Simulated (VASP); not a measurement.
Write the native input for VASP 6.6.1 that does the following.

```yaml
Task: single point
Functional: LDA
Potentials_or_basis: VASP PAW LDA potentials, release 64 (Ag)
Cutoff: 520 eV
k_mesh: 18 × 18 × 10
Occupations: fermi-dirac, width 0.15 eV
Spin: no spin polarisation
Dipole_correction: no
Further_INCAR_settings: ALGO = Normal; EDIFF = 1e-06; NBANDS = 18
```

The structure of Ag lies in POSCAR:

```
Ag
1.0
    2.8260785587      0.0000000000      0.0000000000
   -1.4130392794      2.4474558249      0.0000000000
    0.0000000000      0.0000000000      4.6396074165
Ag
2
Direct
    0.3333333333      0.6666666667      0.2500000000
    0.6666666667      0.3333333333      0.7500000000
```

One way to write it, as run:

INCAR

```
SYSTEM = Ag
PREC = Accurate
ENCUT = 520
EDIFF = 1E-6
ISMEAR = -1
SIGMA = 0.15
LREAL = .False.
LASPH = .True.
NELM = 60
ALGO = Normal
ISIF = 2
LWAVE = .False.
LCHARG = .True.
LELF = .True.
LVHAR = .True.
NBANDS = 18
```

KPOINTS

```
regular mesh
0
Gamma
  18 18 10
  0 0 0
```

Potentials or basis: VASP PAW LDA potentials, release 64 (Ag).

The run is started by

```bash
$ cat potpaw_LDA.64/Ag/POTCAR > POTCAR
$ mpirun -np 1 vasp_std > vasp.out
```

It gave:

| Property | Result |
| --- | --- |
| Pressure | 0.1 GPa |
| Band gap on the k mesh | zero (band 11 reaches 13.29 eV, above the bottom of band 12 at 5.58 eV) |

Wall time 110 s on 1 thread of Intel(R) Xeon(R) Platinum 8375C CPU @ 2.90GHz (Ice Lake) (shared host), peak memory 0.22 GiB.
